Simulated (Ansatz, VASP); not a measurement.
One calculation of ZnSn2N, two programs

```
Zn Sn N
1.0
     3.40000    0.00000    0.00000
    -1.70000    2.94449    0.00000
     0.00000    0.00000   15.40000
Zn Sn N
2 4 2
Direct
  0.66667 0.33333 0.25000
  0.33333 0.66667 0.75000
  0.33333 0.66667 0.08400
  0.66667 0.33333 0.91600
  0.66667 0.33333 0.58400
  0.33333 0.66667 0.41600
  0.00000 0.00000 0.00000
  0.00000 0.00000 0.50000
```

Alike in both runs: task relaxation of cell and atoms; functional PBE; k mesh 5 × 5 × 1; occupations gaussian, width 0.2 eV; no spin polarisation.

|  | VASP | Ansatz |
| --- | --- | --- |
| version | VASP 6.6.1 | Ansatz 0.2.0 |
| potentials or method | VASP PAW PBE potentials, release 64 (Zn, Sn_d, N), cutoff 600 eV | scalar-relativistic, plane waves, PAW |
| valence electrons in the cell | 90 | 90 |

|  | VASP | Ansatz | Ansatz less VASP |
| --- | --- | --- | --- |
| gap on the k mesh at the Fermi level, each at its own relaxed structure (eV) | none | none | - |
| relaxed volume (Å³/atom) | 19.97 | 19.99 | +0.018 |
| relaxed cell length with the largest relative difference (Å) | 17.338 | 17.286 | -0.0521 |

A gap of «none» marks a metal or a gap that the smearing closes.

The k mesh is coarse, so the values compare programs but aren't converged.
